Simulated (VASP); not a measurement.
# InSb (F-43m) in VASP: notebook, part 2 of 2

VASP 6.6.1. The steps go on from the part before.

**4. Single point, r2SCAN (strain -3.0%)**

POSCAR

```
InSb
1.0
    0.0000000000      3.1811276270      3.1811276270
    3.1811276270      0.0000000000      3.1811276270
    3.1811276270      3.1811276270      0.0000000000
In Sb
1 1
Direct
    0.0000000000      0.0000000000      0.0000000000
    0.2500000000      0.2500000000      0.2500000000
```

INCAR.step1

```
  PREC = Accurate
  ENCUT = 520
  ISMEAR = -1
  SIGMA = 0.02
  LREAL = F
  LASPH = T
  NELM = 80
  NBANDS = 16
  GGA = PE
  ALGO = Normal
  EDIFF = 1E-4
  LWAVE = T
  LCHARG = F
```

INCAR.step2

```
  PREC = Accurate
  ENCUT = 520
  EDIFF = 1E-6
  ISMEAR = -1
  SIGMA = 0.02
  LREAL = F
  LASPH = T
  NELM = 80
  ALGO = Normal
  ISIF = 2
  LWAVE = F
  LCHARG = F
  METAGGA = R2SCAN
  LMIXTAU = T
  NBANDS = 16
  ISTART = 1
```

KPOINTS

```
Automatic mesh
0
Gamma
  6 6 6
```

Command:

```console
cat potpaw_PBE.64/In_d/POTCAR potpaw_PBE.64/Sb/POTCAR > POTCAR
cp INCAR.step1 INCAR
mpirun -np 1 vasp_std > vasp.out
cp INCAR.step2 INCAR
mpirun -np 1 vasp_std > vasp.out
```

Wall time 75 s (1 thread of Intel Xeon Platinum 8375C at 2.90GHz (Ice Lake), shared host); peak memory 0.21 GiB.

Results (log left out):

| Item | Value |
| --- | --- |
| Free energy | -48.6628 eV |
| Pressure | 4.9 GPa |
| Band gap on the k mesh | 0.58 eV |

Levels at points of the mesh, in eV from the valence-band top:
| k point | band 5 | band 6 | band 7 | band 8 | band 9 | band 10 | band 11 | band 12 | band 13 | band 14 |
| --- | --- | --- | --- | --- | --- | --- | --- | --- | --- | --- |
| (0.00, 0.00, 0.00) | -15.11 | -11.50 | 0.00 | 0.00 | 0.00 | 0.58 | 3.20 | 3.20 | 3.20 | 6.26 |
| (0.50, 0.00, 0.00) | -15.11 | -9.90 | -6.06 | -1.14 | -1.14 | 0.95 | 4.09 | 4.09 | 6.44 | 9.19 |
| (0.50, 0.50, 0.00) | -15.10 | -9.18 | -6.33 | -2.56 | -2.56 | 1.47 | 1.51 | 9.08 | 9.08 | 9.85 |

Caveat: the cell differs from its parent crystal (strain -3.0%); the cell stands under pressure; the PAW data sets were made with another functional, which shifts forces and pressure a little; spin-orbit coupling is left out, which moves the levels of the heavy elements.

**5. Single point, r2SCAN (strain -2.0%)**

POSCAR

```
InSb
1.0
    0.0000000000      3.2139227572      3.2139227572
    3.2139227572      0.0000000000      3.2139227572
    3.2139227572      3.2139227572      0.0000000000
In Sb
1 1
Direct
    0.0000000000      0.0000000000      0.0000000000
    0.2500000000      0.2500000000      0.2500000000
```

INCAR.step1

```
ALGO = Normal ; EDIFF = 1E-4
ENCUT = 520 ; GGA = PE
ISMEAR = -1 ; LASPH = T
LCHARG = F ; LREAL = F
LWAVE = T ; NBANDS = 16
NELM = 60 ; PREC = Accurate
SIGMA = 0.02
```

INCAR.step2

```
ALGO = Normal ; EDIFF = 1E-7
ENCUT = 520 ; ISIF = 2
ISMEAR = -1 ; ISTART = 1
LASPH = T ; LCHARG = F
LMIXTAU = T ; LREAL = F
LWAVE = F ; METAGGA = R2SCAN
NBANDS = 16 ; NELM = 60
PREC = Accurate ; SIGMA = 0.02
```

KPOINTS

```
k-points
0
Gamma
  6 6 6
```

Command:

```console
cat potpaw_PBE.64/In_d/POTCAR potpaw_PBE.64/Sb/POTCAR > POTCAR
cp INCAR.step1 INCAR
mpirun -np 1 vasp_std > vasp.out
cp INCAR.step2 INCAR
mpirun -np 1 vasp_std > vasp.out
```

Wall time 2.1 min (1 thread of Intel Xeon Platinum 8375C at 2.90GHz (Ice Lake), shared host); peak memory 0.22 GiB.

The run converged. Its results:

```
Free energy            : -48.7121 eV
Pressure               : 3.0 GPa
Band gap on the k mesh : 0.39 eV
```

Levels at points of the mesh, in eV from the valence-band top:
| k point | band 7 | band 8 | band 9 | band 10 | band 11 | band 12 |
| --- | --- | --- | --- | --- | --- | --- |
| (0.00, 0.00, 0.00) | 0.00 | 0.00 | 0.00 | 0.39 | 3.21 | 3.21 |
| (0.50, 0.00, 0.00) | -5.90 | -1.09 | -1.09 | 0.88 | 4.10 | 4.10 |
| (0.50, 0.50, 0.00) | -6.18 | -2.44 | -2.44 | 1.52 | 1.54 | 8.89 |

Caveat: the cell differs from its parent crystal (strain -2.0%); the PAW data sets were made with another functional, which shifts forces and pressure a little; spin-orbit coupling is left out, which moves the levels of the heavy elements. A k mesh can miss the band edges.

**6. Single point, r2SCAN (strain -1.0%)**

POSCAR

```
InSb
1.0
    0.0000000000      3.2467178874      3.2467178874
    3.2467178874      0.0000000000      3.2467178874
    3.2467178874      3.2467178874      0.0000000000
In Sb
1 1
Direct
    0.0000000000      0.0000000000      0.0000000000
    0.2500000000      0.2500000000      0.2500000000
```

INCAR.step1

```
ALGO = Normal ; EDIFF = 1E-4
ENCUT = 520 ; GGA = PE
ISMEAR = -1 ; LASPH = True
LCHARG = False ; LREAL = False
LWAVE = True ; NBANDS = 16
NELM = 100 ; PREC = Accurate
SIGMA = 0.02
```

INCAR.step2

```
ALGO = Normal ; EDIFF = 1E-6
ENCUT = 520 ; ISIF = 2
ISMEAR = -1 ; ISTART = 1
LASPH = True ; LCHARG = False
LMIXTAU = True ; LREAL = False
LWAVE = False ; METAGGA = R2SCAN
NBANDS = 16 ; NELM = 100
PREC = Accurate ; SIGMA = 0.02
```

KPOINTS is that of step 5.

Potentials or basis: VASP PAW PBE potentials, release 64 (In_d, Sb).

Command:

```console
cat potpaw_PBE.64/In_d/POTCAR potpaw_PBE.64/Sb/POTCAR > POTCAR
cp INCAR.step1 INCAR
mpirun -np 1 vasp_std > vasp.out
cp INCAR.step2 INCAR
mpirun -np 1 vasp_std > vasp.out
```

OUTCAR:

```text
EDIFF = 1E-6
   ENCUT = 520
   ISIF = 2
   ISMEAR = -1
   ISTART = 1
   LASPH = True
   LREAL = False
   METAGGA = R2SCAN
   NELM = 100
   PREC = Accurate

 ion  position               nearest neighbor table
   1  0.000  0.000  0.000-   2 2.81   2 2.81   2 2.81   2 2.81
   2  0.250  0.250  0.250-   1 2.81   1 2.81   1 2.81   1 2.81

  LATTYP: Found a face centered cubic cell.
 ALAT       =     6.4934357748

  Lattice vectors:

 A1 = (   0.0000000000,   3.2467178874,   3.2467178874)
 A2 = (   3.2467178874,   0.0000000000,   3.2467178874)
 A3 = (   3.2467178874,   3.2467178874,   0.0000000000)

Analysis of symmetry for initial positions (statically):
=====================================================================
 Subroutine PRICEL returns:
 Original cell was already a primitive cell.

 Routine SETGRP: Setting up the symmetry group for a
 face centered cubic supercell.

 Subroutine GETGRP returns: Found 24 space group operations
 (whereof 24 operations were pure point group operations)
 out of a pool of 48 trial point group operations.

The static configuration has the point symmetry T_d .

Analysis of symmetry for dynamics (positions and initial velocities):
=====================================================================
 Subroutine PRICEL returns:
 Original cell was already a primitive cell.

 Routine SETGRP: Setting up the symmetry group for a
 face centered cubic supercell.

 Subroutine GETGRP returns: Found 24 space group operations
 (whereof 24 operations were pure point group operations)
 out of a pool of 48 trial point group operations.

The dynamic configuration has the point symmetry T_d .

 Subroutine INISYM returns: Found 24 space group operations
 (whereof 24 operations are pure point group operations),
 and found     1 'primitive' translations

----------------------------------------------------------------------------------------

                                     Primitive cell

  volume of cell :      68.4485

  direct lattice vectors                    reciprocal lattice vectors
     0.000000000  3.246717887  3.246717887    -0.154001677  0.154001677  0.154001677
     3.246717887  0.000000000  3.246717887     0.154001677 -0.154001677  0.154001677
     3.246717887  3.246717887  0.000000000     0.154001677  0.154001677 -0.154001677

  length of vectors
     4.591552470  4.591552470  4.591552470     0.266738729  0.266738729  0.266738729

  position of ions in fractional coordinates (direct lattice)
     0.000000000  0.000000000  0.000000000
     0.250000000  0.250000000  0.250000000

  ion indices of the primitive-cell ions
   primitive index   ion index
                 1           1
                 2           2

----------------------------------------------------------------------------------------

 KPOINTS: k-points

Automatic generation of k-mesh.
 Grid dimensions read from file:
 generate k-points for:    6    6    6

 Generating k-lattice:

  Cartesian coordinates                     Fractional coordinates (reciprocal lattice)
    -0.025666946  0.025666946  0.025666946     0.166666667  0.000000000  0.000000000
     0.025666946 -0.025666946  0.025666946     0.000000000  0.166666667  0.000000000
     0.025666946  0.025666946 -0.025666946     0.000000000  0.000000000  0.166666667

  Length of vectors
     0.044456455  0.044456455  0.044456455

  Shift w.r.t. Gamma in fractional coordinates (k-lattice)
     0.000000000  0.000000000  0.000000000

 Subroutine IBZKPT returns following result:
 ===========================================

 Found     16 irreducible k-points:

 Following reciprocal coordinates:
            Coordinates               Weight
  0.000000  0.000000  0.000000      1.000000
  0.166667  0.000000  0.000000      8.000000
  0.333333  0.000000  0.000000      8.000000
  0.500000  0.000000  0.000000      4.000000
  0.166667  0.166667  0.000000      6.000000
  0.333333  0.166667  0.000000     24.000000
[... 8 lines left out ...]
 -0.333333  0.333333  0.166667     24.000000
 -0.333333  0.500000  0.166667     12.000000
   k-points           NKPTS =     16   k-points in BZ     NKDIM =     16   number of bands    NBANDS=     16
   number of dos      NEDOS =    301   number of ions     NIONS =      2
   total plane-waves  NPLWV =  46656
   dimension x,y,z NGX =    36 NGY =   36 NGZ =   36
   dimension x,y,z NGXF=    72 NGYF=   72 NGZF=   72
   ions per type =               1   1
   NGX,Y,Z   is equivalent  to a cutoff of  13.03, 13.03, 13.03 a.u.
   NGXF,Y,Z  is equivalent  to a cutoff of  26.07, 26.07, 26.07 a.u.
 SYSTEM =  unknown system
   PREC   = accura    normal or accurate (medium, high low for compatibility)
   ISTART =      1    job   : 0-new  1-cont  2-samecut
   ICHARG =      0    charge: 1-file 2-atom 10-const
   ISPIN  =      1    spin polarized calculation?
   LNONCOLLINEAR =      F non collinear calculations
   LSORBIT =      F    spin-orbit coupling
   LASPH  =      T    aspherical Exc in radial PAW
   ENCUT  =  520.0 eV  38.22 Ry    6.18 a.u.   8.54  8.54  8.54*2*pi/ulx,y,z
   NELM   =    100;   NELMIN=  2; NELMDL=  0     # of ELM steps
   EDIFF  = 0.1E-05   stopping-criterion for ELM
   LREAL  =      F    real-space projection
   EDIFFG = 0.1E-04   stopping-criterion for IOM
   NSW    =      0    number of steps for IOM
   IBRION =     -1    ionic relax: 0-MD 1-quasi-New 2-CG
   NFREE  =      0    steps in history (QN), initial steepest desc. (CG)
   ISIF   =      2    stress and relaxation
   ISYM   =      2    0-nonsym 1-usesym 2-fastsym
   POTIM  = 0.5000    time-step for ionic-motion
   TEBEG  =    0.0;   TEEND  =   0.0 temperature during run
   PSTRESS=    0.0 pullay stress
   NELECT =      18.0000    total number of electrons
   NUPDOWN=      -1.0000    fix difference up-down
   EMIN   =  10.00;   EMAX   =-10.00  energy-range for DOS
   EFERMI =   0.00;   METHOD = LEGACY
   ISMEAR =    -1;   SIGMA  =   0.02  broadening in eV -4-tet -1-fermi 0-gaus
   EFERMI_NEDOS =   21; number of points for ismear=-14 and -15
   IALGO  =     38    algorithm
   IMIX   =      4    mixing-type and parameters
     AMIX     =   0.40;   BMIX     =  1.00
     AMIX_MAG =   1.60;   BMIX_MAG =  1.00
  volume/ion in A,a.u.               =      34.22       230.96
  Fermi-wavevector in a.u.,A,eV,Ry     =   1.048845  1.982029 14.967427  1.100075
  Thomas-Fermi vector in A             =   2.183783
   LORBIT       =      0    0 simple, 1 ext, 2 COOP (PROOUT), +10 PAW based schemes
   METAGGA = R2SCAN    functional components
   LHFCALC =     F    Hartree Fock is set to
   AEXX    =    0.0000 exact exchange contribution
   IVDW    =     0    specifies the selected vdW correction
   LEPSILON=     F    determine dielectric tensor
   LRPA    =     F    only Hartree local field effects (RPA)
 non-spin polarized calculation
  energy-cutoff  :      520.00
  volume of cell :       68.45
 maximum number of plane-waves:      1868
 NGX is ok and might be reduce to    36
   NGX = 17   NGY = 17   NGZ = 17

 number of electron      17.9999992 magnetization

 Free energy of the ion-electron system (eV)
  ---------------------------------------------------
  ext. energy  EPLUGINS =         0.00000000
  ---------------------------------------------------
  free energy    TOTEN  =       -48.73976617 eV

  energy without entropy =      -48.73973892  energy(sigma->0) =      -48.73975254

 E-fermi :   4.9666     XC(G=0):  -9.2096

 val. band max:        4.8568709489   @ k =   0.0000   0.0000   0.0000
 cond. band min:       5.0541256512   @ k =   0.0000   0.0000   0.0000
 fundamental gap:      0.1972547023
 Fermi energy:         4.9665675309

 k-point     1 :       0.0000    0.0000    0.0000
  band No.  band energies     occupation
      1     -10.2337      2.00000
      2     -10.2337      2.00000
      3     -10.2336      2.00000
      4     -10.1339      2.00000
      5     -10.1339      2.00000
      6      -6.2201      2.00000
[... 8 lines left out ...]
     15      13.5415      0.00000
     16      13.5415      0.00000
[... 267 lines left out ...]
 k-point    16 :      -0.3333    0.5000    0.1667
  band No.  band energies     occupation
      1     -10.3086      2.00000
      2     -10.1977      2.00000
      3     -10.1883      2.00000
      4     -10.1471      2.00000
      5     -10.1287      2.00000
      6      -4.1155      2.00000
[... 8 lines left out ...]
     15      15.1345      0.00000
     16      15.9110      0.00000

------------------------ aborting loop because EDIFF is reached ----------------------------------------

  FORCE on cell =-STRESS in cart. coord.  units (eV):
  Direction    XX          YY          ZZ          XY          YZ          ZX
  --------------------------------------------------------------------------------------
  -------------------------------------------------------------------------------------
  Total        0.5561532      0.5561532      0.5561532     -0.0000000      0.0000000     -0.0000000
  in kB       13.0179124     13.0179124     13.0179124     -0.0000000      0.0000000     -0.0000000
  external PRESSURE =      13.0179124 kB  Pullay stress =       0.0000000 kB

 VOLUME and BASIS-vectors are now :
 -----------------------------------------------------------------------------
  energy-cutoff  :      520.00
  volume of cell :       68.45
      direct lattice vectors                 reciprocal lattice vectors
     0.000000000  3.246717887  3.246717887    -0.154001677  0.154001677  0.154001677
     3.246717887  0.000000000  3.246717887     0.154001677 -0.154001677  0.154001677
     3.246717887  3.246717887  0.000000000     0.154001677  0.154001677 -0.154001677

 POSITION                                       TOTAL-FORCE (eV/Angst)
 -----------------------------------------------------------------------------------
      0.00000      0.00000      0.00000        -0.000000     -0.000000     -0.000000
      1.62336      1.62336      1.62336         0.000000      0.000000      0.000000
 -----------------------------------------------------------------------------------
    total drift:                               -0.000002     -0.000002     -0.000002

  FREE ENERGIE OF THE ION-ELECTRON SYSTEM (eV)
  ---------------------------------------------------
  free  energy   TOTEN  =       -48.7397661696 eV

  energy  without entropy=      -48.7397389188  energy(sigma->0) =      -48.73975254
```

OSZICAR.step1:

```text
N       E                     dE             d eps       ncg     rms          rms(c)
DAV:   1     0.116199134968E+03    0.11620E+03   -0.78923E+03   512   0.112E+03
DAV:   2    -0.158515129888E+00   -0.11636E+03   -0.11264E+03   576   0.277E+02
DAV:   3    -0.681125829026E+01   -0.66527E+01   -0.66337E+01   688   0.703E+01
DAV:   4    -0.699509873320E+01   -0.18384E+00   -0.18381E+00   600   0.138E+01
DAV:   5    -0.700462959899E+01   -0.95309E-02   -0.95307E-02   792   0.251E+00    0.414E+00
DAV:   6    -0.690512093602E+01    0.99509E-01   -0.15384E-01   728   0.597E+00    0.240E+00
DAV:   7    -0.689125155570E+01    0.13869E-01   -0.71470E-02   680   0.245E+00    0.627E-01
DAV:   8    -0.689234996377E+01   -0.10984E-02   -0.79070E-03   664   0.102E+00    0.261E-01
DAV:   9    -0.689302405690E+01   -0.67409E-03   -0.97035E-04   592   0.267E-01    0.790E-02
DAV:  10    -0.689307375370E+01   -0.49697E-04   -0.42711E-05   584   0.477E-02
   1 F= -.68930738E+01 E0= -.68928969E+01  d E =-.353632E-03
```

Run time: 84 s. Hardware: 1 thread of Intel Xeon Platinum 8375C at 2.90GHz (Ice Lake), shared host; peak memory 0.21 GiB.

Results:

```yaml
Free_energy: -48.7398 eV
Pressure: 1.3 GPa
Band_gap_on_the_k_mesh: 0.20 eV
```

Caveat: the cell differs from its parent crystal (strain -1.0%); the PAW data sets were made with another functional, which shifts forces and pressure a little; spin-orbit coupling is left out, which moves the levels of the heavy elements.

**7. Overview**

```csv
level,cell,smearing,gap on the mesh (eV),pressure (GPa)
PBE,"a = 4.823 Å, angles 60.0°, 2 atoms",fermi-dirac 0.02 eV,none,-2.5
r2SCAN,"a = 4.452 Å, angles 60.0°, 2 atoms",gaussian 0.01 eV,0.78,7.0
r2SCAN,"a = 4.499 Å, angles 60.0°, 2 atoms",fermi-dirac 0.02 eV,0.58,4.9
r2SCAN,"a = 4.545 Å, angles 60.0°, 2 atoms",fermi-dirac 0.02 eV,0.39,3.0
r2SCAN,"a = 4.592 Å, angles 60.0°, 2 atoms",fermi-dirac 0.02 eV,0.20,1.3
```

Alike in all rows: task single point; potentials or basis VASP PAW PBE potentials, release 64 (In_d, Sb); no spin polarisation; k mesh 6 × 6 × 6; cutoff (eV) 520.

Caveats: spin-orbit coupling is left out, which moves the levels of the heavy elements; the PAW data sets were made with another functional, which shifts forces and pressure a little (at least some runs); the cell stands under pressure (at least some runs); semilocal functionals underestimate gaps, so a narrow gap can read as zero (at least some runs).

Total energies depend on the potentials used, so only differences within one code and one set of settings carry meaning.
